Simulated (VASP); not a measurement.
# TiO2 in VASP: notebook

TiO2 is run at these levels: PBE+U; tasks: single point.

Everything below comes from runs of VASP 6.6.1. Logs are shortened: lines on timing, memory, paths and dates and some standing lists are left out, and cuts for length are marked.

## 1. The cell of the first run

The typed cell holds 6 atoms: a = 3.897 Å, b = 3.897 Å, c = 5.702 Å, α = 109.98°, β = 109.98°, γ = 90.00°.

## 2. Single point, PBE+U (atoms shifted along a free coordinate)

INCAR reads:

```
  ALGO = Normal
  EDIFF = 1E-7
  ENCUT = 520
  GGA = PE
  ISIF = 2
  ISMEAR = 0
  LASPH = True
  LCHARG = False
  LDAU = True
  LDAUJ = 0 0
  LDAUL = 2 -1
  LDAUPRINT = 1
  LDAUTYPE = 2
  LDAUU = 4 0
  LMAXMIX = 4
  LREAL = False
  LWAVE = False
  NBANDS = 33
  NELM = 150
  PREC = Accurate
  SIGMA = 0.05
```

KPOINTS reads:

```
k-points
0
Gamma
  6 6 6
```

POSCAR reads:

```
TiO2
1.0
    2.7556872760     -2.7557638530     -0.0205630457
    2.7556872760      2.7557638530     -0.0205630457
   -2.7183033669      0.0000000000      5.0124994207
Ti O
2 4
Direct
    0.1250069486      0.8749930514      0.2500000000
    0.8749930514      0.1250069486      0.7500000000
    0.3394254028      0.0894486781      0.6788605275
    0.6605745972      0.9105513219      0.3211394725
    0.9105513219      0.6605745972      0.8211394725
    0.0894486781      0.3394254028      0.1788605275
```

Potentials or basis: VASP PAW PBE potentials, release 64 (Ti_sv, O).

The run is started by

```
$ cat potpaw_PBE.64/Ti_sv/POTCAR potpaw_PBE.64/O/POTCAR > POTCAR
$ mpirun -np 1 vasp_std > vasp.out
```

OUTCAR:

```text
EDIFF = 1E-7
   ENCUT = 520
   GGA = PE
   ISIF = 2
   ISMEAR = 0
   LASPH = True
   LREAL = False
   NELM = 150
   PREC = Accurate

 ion  position               nearest neighbor table
   1  0.125  0.875  0.250-   4 1.98   6 1.98   6 1.98   4 1.98   3 2.14   5 2.14
   2  0.875  0.125  0.750-   5 1.98   3 1.98   5 1.98   3 1.98   6 2.14   4 2.14
   3  0.339  0.089  0.679-   2 1.98   2 1.98   1 2.14
   4  0.661  0.911  0.321-   1 1.98   1 1.98   2 2.14
   5  0.911  0.661  0.821-   2 1.98   2 1.98   1 2.14
   6  0.089  0.339  0.179-   1 1.98   1 1.98   2 2.14

  LATTYP: Found a base centered monoclinic cell.
 ALAT       =     5.5115279921
 B/A-ratio  =     0.9999999481
 C/A-ratio  =     1.0345830161
 COS(beta)  =    -0.4832630161

  Lattice vectors:

 A1 = (   2.7556872760,  -2.7557638530,  -0.0205630457)
 A2 = (   2.7556872760,   2.7557638530,  -0.0205630457)
 A3 = (  -2.7183033669,   0.0000000000,   5.0124994207)

Analysis of symmetry for initial positions (statically):
=====================================================================
 Subroutine PRICEL returns:
 Original cell was already a primitive cell.

 Routine SETGRP: Setting up the symmetry group for a
 base centered monoclinic supercell.

 Subroutine GETGRP returns: Found  4 space group operations
 (whereof  2 operations were pure point group operations)
 out of a pool of  4 trial point group operations.

The static configuration has the point symmetry S_2 .
 The point group associated with its full space group is C_2h.

Analysis of symmetry for dynamics (positions and initial velocities):
=====================================================================
 Subroutine PRICEL returns:
 Original cell was already a primitive cell.

 Routine SETGRP: Setting up the symmetry group for a
 base centered monoclinic supercell.

 Subroutine GETGRP returns: Found  4 space group operations
 (whereof  2 operations were pure point group operations)
 out of a pool of  4 trial point group operations.

The dynamic configuration has the point symmetry S_2 .
 The point group associated with its full space group is C_2h.

 Subroutine INISYM returns: Found  4 space group operations
 (whereof  2 operations are pure point group operations),
 and found     1 'primitive' translations

----------------------------------------------------------------------------------------

                                     Primitive cell

  volume of cell :      75.8220

  direct lattice vectors                    reciprocal lattice vectors
     2.755687276 -2.755763853 -0.020563046     0.182180168 -0.181437898  0.098797211
     2.755687276  2.755763853 -0.020563046     0.182180168  0.181437898  0.098797211
    -2.718303367  0.000000000  5.012499421     0.001494735  0.000000000  0.200311872

  length of vectors
     3.897238717  3.897238717  5.702133253     0.275445482  0.275445482  0.200317449

  position of ions in fractional coordinates (direct lattice)
     0.125006949  0.874993051  0.250000000
     0.874993051  0.125006949  0.750000000
     0.339425403  0.089448678  0.678860527
     0.660574597  0.910551322  0.321139473
     0.910551322  0.660574597  0.821139473
     0.089448678  0.339425403  0.178860527

[... 107 lines left out ...]
   U (eV)           for each species LDAUU =   4.0  0.0
   J (eV)           for each species LDAUJ =   0.0  0.0
   GGA     = PE    functional components
   LHFCALC =     F    Hartree Fock is set to
   AEXX    =    0.0000 exact exchange contribution
   IVDW    =     0    specifies the selected vdW correction
   LEPSILON=     F    determine dielectric tensor
   LRPA    =     F    only Hartree local field effects (RPA)
 non-spin polarized calculation
 Gauss-broadening in eV      SIGMA  =   0.05
  energy-cutoff  :      520.00
  volume of cell :       75.82
 maximum number of plane-waves:      2074
 NGX is ok and might be reduce to    30
   NGX = 15   NGY = 15   NGZ = 21

atom =   1  type =  1  l = 2

 onsite density matrix

spin component  1

  0.2447 -0.0011 -0.0000 -0.0000  0.0000
 -0.0011  0.0909  0.0000 -0.0000 -0.0000
 -0.0000  0.0000  0.2154  0.0016  0.0000
 -0.0000 -0.0000  0.0016  0.0909 -0.0002
  0.0000 -0.0000  0.0000 -0.0002  0.1136

spin component  2

  0.2447 -0.0011 -0.0000 -0.0000  0.0000
 -0.0011  0.0909  0.0000 -0.0000 -0.0000
 -0.0000  0.0000  0.2154  0.0016  0.0000
 -0.0000 -0.0000  0.0016  0.0909 -0.0002
  0.0000 -0.0000  0.0000 -0.0002  0.1136

 occupancies and eigenvectors

  o =  0.0909  v = -0.0075 -1.0000  0.0000 -0.0000 -0.0000  0.0000  0.0000  0.0000  0.0000  0.0000      0.0000  0.0000  0.0000  0.0000  0.0000  0.0000  0.0000  0.0000  0.0000  0.0000
  o =  0.0909  v =  0.0000  0.0000  0.0000  0.0000  0.0000 -0.0075 -1.0000  0.0000 -0.0000 -0.0000      0.0000  0.0000  0.0000  0.0000  0.0000  0.0000  0.0000  0.0000  0.0000  0.0000
  o =  0.0909  v =  0.0000  0.0000  0.0130 -0.9999 -0.0076  0.0000  0.0000  0.0000  0.0000  0.0000      0.0000  0.0000  0.0000  0.0000  0.0000  0.0000  0.0000  0.0000  0.0000  0.0000
  o =  0.0909  v =  0.0000  0.0000  0.0000  0.0000  0.0000  0.0000  0.0000  0.0130 -0.9999 -0.0076      0.0000  0.0000  0.0000  0.0000  0.0000  0.0000  0.0000  0.0000  0.0000  0.0000
  o =  0.1136  v =  0.0000  0.0000  0.0000  0.0000  0.0000  0.0000  0.0000 -0.0001  0.0076 -1.0000      0.0000  0.0000  0.0000  0.0000  0.0000  0.0000  0.0000  0.0000  0.0000  0.0000
  o =  0.1136  v =  0.0000  0.0000 -0.0001  0.0076 -1.0000  0.0000  0.0000  0.0000  0.0000  0.0000      0.0000  0.0000  0.0000  0.0000  0.0000  0.0000  0.0000  0.0000  0.0000  0.0000
  o =  0.2154  v =  0.0000  0.0000  0.0000  0.0000  0.0000  0.0000  0.0000  0.9999  0.0130  0.0000      0.0000  0.0000  0.0000  0.0000  0.0000  0.0000  0.0000  0.0000  0.0000  0.0000
  o =  0.2154  v =  0.0000  0.0000  0.9999  0.0130  0.0000  0.0000  0.0000  0.0000  0.0000  0.0000      0.0000  0.0000  0.0000  0.0000  0.0000  0.0000  0.0000  0.0000  0.0000  0.0000
  o =  0.2447  v =  1.0000 -0.0075 -0.0000 -0.0000  0.0000  0.0000  0.0000  0.0000  0.0000  0.0000      0.0000  0.0000  0.0000  0.0000  0.0000  0.0000  0.0000  0.0000  0.0000  0.0000
  o =  0.2447  v =  0.0000  0.0000  0.0000  0.0000  0.0000  1.0000 -0.0075 -0.0000 -0.0000  0.0000      0.0000  0.0000  0.0000  0.0000  0.0000  0.0000  0.0000  0.0000  0.0000  0.0000

atom =   2  type =  1  l = 2

 onsite density matrix

spin component  1

  0.2447 -0.0011 -0.0000 -0.0000  0.0000
 -0.0011  0.0909  0.0000 -0.0000 -0.0000
 -0.0000  0.0000  0.2154  0.0016  0.0000
 -0.0000 -0.0000  0.0016  0.0909 -0.0002
  0.0000 -0.0000  0.0000 -0.0002  0.1136

spin component  2

  0.2447 -0.0011 -0.0000 -0.0000  0.0000
 -0.0011  0.0909  0.0000 -0.0000 -0.0000
 -0.0000  0.0000  0.2154  0.0016  0.0000
 -0.0000 -0.0000  0.0016  0.0909 -0.0002
  0.0000 -0.0000  0.0000 -0.0002  0.1136

 occupancies and eigenvectors

  o =  0.0909  v = -0.0075 -1.0000  0.0000 -0.0000 -0.0000  0.0000  0.0000  0.0000  0.0000  0.0000      0.0000  0.0000  0.0000  0.0000  0.0000  0.0000  0.0000  0.0000  0.0000  0.0000
  o =  0.0909  v =  0.0000  0.0000  0.0000  0.0000  0.0000 -0.0075 -1.0000  0.0000 -0.0000 -0.0000      0.0000  0.0000  0.0000  0.0000  0.0000  0.0000  0.0000  0.0000  0.0000  0.0000
  o =  0.0909  v =  0.0000  0.0000  0.0130 -0.9999 -0.0076  0.0000  0.0000  0.0000  0.0000  0.0000      0.0000  0.0000  0.0000  0.0000  0.0000  0.0000  0.0000  0.0000  0.0000  0.0000
  o =  0.0909  v =  0.0000  0.0000  0.0000  0.0000  0.0000  0.0000  0.0000  0.0130 -0.9999 -0.0076      0.0000  0.0000  0.0000  0.0000  0.0000  0.0000  0.0000  0.0000  0.0000  0.0000
  o =  0.1136  v =  0.0000  0.0000  0.0000  0.0000  0.0000  0.0000  0.0000 -0.0001  0.0076 -1.0000      0.0000  0.0000  0.0000  0.0000  0.0000  0.0000  0.0000  0.0000  0.0000  0.0000
  o =  0.1136  v =  0.0000  0.0000 -0.0001  0.0076 -1.0000  0.0000  0.0000  0.0000  0.0000  0.0000      0.0000  0.0000  0.0000  0.0000  0.0000  0.0000  0.0000  0.0000  0.0000  0.0000
  o =  0.2154  v =  0.0000  0.0000  0.0000  0.0000  0.0000  0.0000 -0.0000  0.9999  0.0130  0.0000      0.0000  0.0000  0.0000  0.0000  0.0000  0.0000  0.0000  0.0000  0.0000  0.0000
  o =  0.2154  v =  0.0000 -0.0000  0.9999  0.0130  0.0000  0.0000  0.0000  0.0000  0.0000  0.0000      0.0000  0.0000  0.0000  0.0000  0.0000  0.0000  0.0000  0.0000  0.0000  0.0000
  o =  0.2447  v =  1.0000 -0.0075 -0.0000 -0.0000  0.0000  0.0000  0.0000  0.0000  0.0000  0.0000      0.0000  0.0000  0.0000  0.0000  0.0000  0.0000  0.0000  0.0000  0.0000  0.0000
  o =  0.2447  v =  0.0000  0.0000  0.0000  0.0000  0.0000  1.0000 -0.0075 -0.0000 -0.0000  0.0000      0.0000  0.0000  0.0000  0.0000  0.0000  0.0000  0.0000  0.0000  0.0000  0.0000

 number of electron      48.0000006 magnetization

 Free energy of the ion-electron system (eV)
  ---------------------------------------------------
  ext. energy  EPLUGINS =         0.00000000
  ---------------------------------------------------
  free energy    TOTEN  =       -48.20352172 eV

  energy without entropy =      -48.20352172  energy(sigma->0) =      -48.20352172

 E-fermi :   3.3105     XC(G=0): -10.2512

 val. band max:        2.9008110586   @ k =   0.5000   0.5000  -0.0000
 cond. band min:       5.0774583691   @ k =   0.0000   0.0000   0.0000
 fundamental gap:      2.1766473105
 Fermi energy:         3.3104713509

 k-point     1 :       0.0000    0.0000    0.0000
  band No.  band energies     occupation
      1     -55.2144      2.00000
      2     -55.1836      2.00000
      3     -31.4968      2.00000
      4     -31.3174      2.00000
      5     -31.3174      2.00000
      6     -31.2872      2.00000
[... 853 lines left out ...]
     32       7.9438      0.00000
     33       8.2012      0.00000

 [... further k-points ...]
[... 5 lines left out ...]
  --------------------------------------------------------------------------------------
  -------------------------------------------------------------------------------------
  Total       -3.3820060     -3.3814679     -7.9212963      0.0000000      0.0000000     -0.0337159
  in kB      -71.4643941    -71.4530239   -167.3830999      0.0000000      0.0000000     -0.7124429
  external PRESSURE =    -103.4335060 kB  Pullay stress =       0.0000000 kB

 VOLUME and BASIS-vectors are now :
 -----------------------------------------------------------------------------
  energy-cutoff  :      520.00
  volume of cell :       75.82
      direct lattice vectors                 reciprocal lattice vectors
     2.755687276 -2.755763853 -0.020563046     0.182180168 -0.181437898  0.098797211
     2.755687276  2.755763853 -0.020563046     0.182180168  0.181437898  0.098797211
    -2.718303367  0.000000000  5.012499421     0.001494735  0.000000000  0.200311872

 POSITION                                       TOTAL-FORCE (eV/Angst)
 -----------------------------------------------------------------------------------
      2.07611      2.06678      1.23256        -0.000000      0.000125      0.000000
      0.71696     -2.06678      3.73881         0.000000     -0.000125      0.000000
     -0.66351     -0.68888      3.39397        -0.008050     -0.000123     -1.090014
      3.45658      0.68888      1.57740         0.008050      0.000123      1.090014
      2.09743     -0.68888      4.08365         0.008050     -0.000123      1.090014
      0.69565      0.68888      0.88772        -0.008050      0.000123     -1.090014
 -----------------------------------------------------------------------------------
    total drift:                               -0.000000     -0.000000      0.000000

  FREE ENERGIE OF THE ION-ELECTRON SYSTEM (eV)
  ---------------------------------------------------
  free  energy   TOTEN  =       -48.2035217161 eV

  energy  without entropy=      -48.2035217161  energy(sigma->0) =      -48.20352172
```

It took 4.8 min on 1 thread of Intel Xeon 8259CL, shared host; peak memory 0.27 GiB.

What came out:

| Quantity | Value |
| --- | --- |
| Free energy | -48.2035 eV |
| Pressure | -10.3 GPa |
| Largest force | 1.090 eV/Å |
| Band gap on the k mesh | 2.18 eV (least direct gap 2.67 eV) |

Forces on the atoms (eV/Å):
```
Ti   0.000  0.000  0.000
Ti   0.000  0.000  0.000
O   -0.008  0.000 -1.090
O    0.008  0.000  1.090
O    0.008  0.000  1.090
O   -0.008  0.000 -1.090
```

Eigenvalues of the final occupation matrices:
```csv
site,spin,trace,eigenvalues
site 1 d,1,0.76,0.09 0.09 0.11 0.22 0.24
site 1 d,2,0.76,0.09 0.09 0.11 0.22 0.24
site 2 d,1,0.76,0.09 0.09 0.11 0.22 0.24
site 2 d,2,0.76,0.09 0.09 0.11 0.22 0.24
```

Caveat: the cell differs from its parent crystal (atoms shifted along a free coordinate); the stress differs along the axes, from -17 to -7 GPa; forces of over 1 eV/Å act on the atoms, so gaps and moduli don't describe the material at rest. A k mesh can miss the band edges.

## 3. Single point, PBE+U

This run uses another cell than the first one, of 11.31 Å³/atom.

INCAR reads:

```
SYSTEM = TiO2
PREC = Accurate
ENCUT = 520
EDIFF = 1E-7
ISMEAR = 0
SIGMA = 0.05
LREAL = .False.
LASPH = .True.
NELM = 150
ALGO = Normal
ISIF = 2
LWAVE = .False.
LCHARG = .True.
LMAXMIX = 4
LDAU = .True.
LDAUTYPE = 2
LDAUL = 2 -1
LDAUU = 4 0
LDAUJ = 0 0
LDAUPRINT = 1
GGA = PE
LELF = .True.
LVHAR = .True.
NBANDS = 33
```

KPOINTS reads:

```
regular mesh
0
Gamma
  6 6 6
  0 0 0
```

POSCAR reads:

```
TiO2
1.0
    2.6553285366     -2.6554023247     -0.0198141649
    2.6553285366      2.6554023247     -0.0198141649
   -2.6193061034      0.0000000000      4.8299503602
Ti O
2 4
Direct
    0.1250069486      0.8749930514      0.2500000000
    0.8749930514      0.1250069486      0.7500000000
    0.3302226688      0.0802459441      0.6604550595
    0.6697773312      0.9197540559      0.3395449405
    0.9197540559      0.6697773312      0.8395449405
    0.0802459441      0.3302226688      0.1604550595
```

Potentials or basis: VASP PAW PBE potentials, release 64 (Ti_sv, O).

The run is started by

```
$ cat potpaw_PBE.64/Ti_sv/POTCAR potpaw_PBE.64/O/POTCAR > POTCAR
$ mpirun -np 1 vasp_std > vasp.out
```

It took 5.7 min on 1 thread of AMD EPYC 7R13, shared host; peak memory 0.22 GiB.

Results (log left out):

```
Free energy            : -48.2862 eV
Pressure               : 15.9 GPa
Largest force          : 0.450 eV/Å
Band gap on the k mesh : 2.87 eV (least direct gap 3.11 eV)
```

Forces in eV/Å, atoms in the order of the input:
```
Ti   0.000  0.000  0.000
Ti   0.000  0.000  0.000
O    0.003  0.000  0.450
O   -0.003  0.000 -0.450
O   -0.003  0.000 -0.450
O    0.003  0.000  0.450
```

Stress tensor (GPa, compression positive):
```
16.03  0.00  0.00
 0.00 16.03  0.00
 0.00  0.00 15.71
```

Levels at points of the mesh, in eV from the valence-band top:
```tsv
k point	band 20	band 21	band 22	band 23	band 24	band 25	band 26	band 27	band 28	band 29
(0.00, 0.00, 0.00)	-0.75	-0.66	-0.66	-0.36	-0.36	2.87	3.62	4.76	4.76	4.78
(0.50, 0.00, 0.00)	-1.92	-1.78	-0.84	-0.75	-0.61	3.97	4.17	4.29	4.31	4.97
(0.50, 0.50, 0.00)	-2.50	-1.92	-1.92	0.00	0.00	3.99	3.99	4.44	4.44	5.60
(0.00, 0.00, 0.50)	-1.36	-1.16	-1.16	-0.01	-0.01	3.23	3.23	4.55	4.55	5.00
(0.50, 0.00, 0.50)	-1.92	-1.78	-0.84	-0.75	-0.61	3.97	4.17	4.29	4.31	4.97
(0.50, 0.50, 0.50)	-2.50	-1.92	-1.92	0.00	0.00	3.99	3.99	4.44	4.44	5.60
```

Eigenvalues of the final occupation matrices:
| site | spin | trace | eigenvalues |
| --- | --- | --- | --- |
| site 1 d | 1 | 0.83 | 0.10 0.10 0.11 0.25 0.26 |
| site 1 d | 2 | 0.83 | 0.10 0.10 0.11 0.25 0.26 |
| site 2 d | 1 | 0.83 | 0.10 0.10 0.11 0.25 0.26 |
| site 2 d | 2 | 0.83 | 0.10 0.10 0.11 0.25 0.26 |

Caveat: the cell stands under pressure.

## 4. Single point, PBE+U (atoms shifted along a free coordinate)

INCAR reads:

```
SYSTEM = TiO2
  PREC = Accurate
  ENCUT = 520
  EDIFF = 1E-6
  ISMEAR = 0
  SIGMA = 0.05
  LREAL = .False.
  LASPH = .True.
  NELM = 150
  ALGO = Normal
  ISIF = 2
  LWAVE = .False.
  LCHARG = .False.
  LMAXMIX = 4
  LDAU = .True.
  LDAUTYPE = 2
  LDAUL = 2 -1
  LDAUU = 4 0
  LDAUJ = 0 0
  LDAUPRINT = 1
  GGA = PE
  NBANDS = 33
```

KPOINTS reads:

```
Automatic mesh
0
Gamma
  6 6 6
  0 0 0
```

POSCAR reads:

```
TiO2
1.0
    2.6553285366     -2.6554023247     -0.0198141649
    2.6553285366      2.6554023247     -0.0198141649
   -2.6193061034      0.0000000000      4.8299503602
Ti O
2 4
Direct
    0.1250069486      0.8749930514      0.2500000000
    0.8749930514      0.1250069486      0.7500000000
    0.3179523568      0.0679756321      0.6359144355
    0.6820476432      0.9320243679      0.3640855645
    0.9320243679      0.6820476432      0.8640855645
    0.0679756321      0.3179523568      0.1359144355
```

The run is started by

```
$ cat potpaw_PBE.64/Ti_sv/POTCAR potpaw_PBE.64/O/POTCAR > POTCAR
$ mpirun -np 1 vasp_std > vasp.out
```

Wall time 5.1 min (1 thread of AMD EPYC 7R13, shared host); peak memory 0.22 GiB.

It converged, with:

| Item | Value |
| --- | --- |
| Free energy | -47.4599 eV |
| Pressure | 26.4 GPa |
| Largest force | 3.307 eV/Å |
| Band gap on the k mesh | 2.90 eV (least direct gap 3.14 eV) |

Forces on the atoms (eV/Å):
```
Ti   0.000  0.000  0.000
Ti   0.000  0.000  0.000
O    0.025  0.000  3.307
O   -0.025  0.000 -3.307
O   -0.025  0.000 -3.307
O    0.025  0.000  3.307
```

Stress tensor (GPa, compression positive):
```
15.62  0.00  0.24
 0.00 15.62  0.00
 0.24  0.00 47.91
```

Levels at points of the mesh, in eV from the valence-band top:
| k point | band 20 | band 21 | band 22 | band 23 | band 24 | band 25 | band 26 | band 27 | band 28 | band 29 |
| --- | --- | --- | --- | --- | --- | --- | --- | --- | --- | --- |
| (0.00, 0.00, 0.00) | -0.92 | -0.51 | -0.51 | -0.48 | -0.48 | 2.90 | 3.68 | 5.05 | 5.05 | 5.21 |
| (0.50, 0.00, 0.00) | -1.99 | -1.82 | -0.97 | -0.81 | -0.46 | 3.79 | 4.14 | 4.20 | 4.32 | 5.07 |
| (0.50, 0.50, 0.00) | -2.75 | -1.80 | -1.80 | -0.53 | -0.53 | 3.83 | 3.83 | 4.32 | 4.32 | 5.50 |
| (0.00, 0.00, 0.50) | -1.59 | -1.05 | -1.05 | 0.00 | 0.00 | 3.27 | 3.27 | 4.59 | 4.59 | 5.01 |
| (0.50, 0.00, 0.50) | -1.99 | -1.82 | -0.97 | -0.81 | -0.46 | 3.79 | 4.14 | 4.20 | 4.32 | 5.07 |
| (0.50, 0.50, 0.50) | -2.75 | -1.80 | -1.80 | -0.53 | -0.53 | 3.83 | 3.83 | 4.32 | 4.32 | 5.50 |

Eigenvalues of the final occupation matrices:
| site | spin | trace | eigenvalues |
| --- | --- | --- | --- |
| site 1 d | 1 | 0.85 | 0.09 0.12 0.12 0.24 0.30 |
| site 1 d | 2 | 0.85 | 0.09 0.12 0.12 0.24 0.30 |
| site 2 d | 1 | 0.85 | 0.09 0.12 0.12 0.24 0.30 |
| site 2 d | 2 | 0.85 | 0.09 0.12 0.12 0.24 0.30 |

Caveat: the cell differs from its parent crystal (atoms shifted along a free coordinate); the stress differs along the axes, from 16 to 48 GPa; forces of over 1 eV/Å act on the atoms, so gaps and moduli don't describe the material at rest.

(Continued in part 2 of 2.)
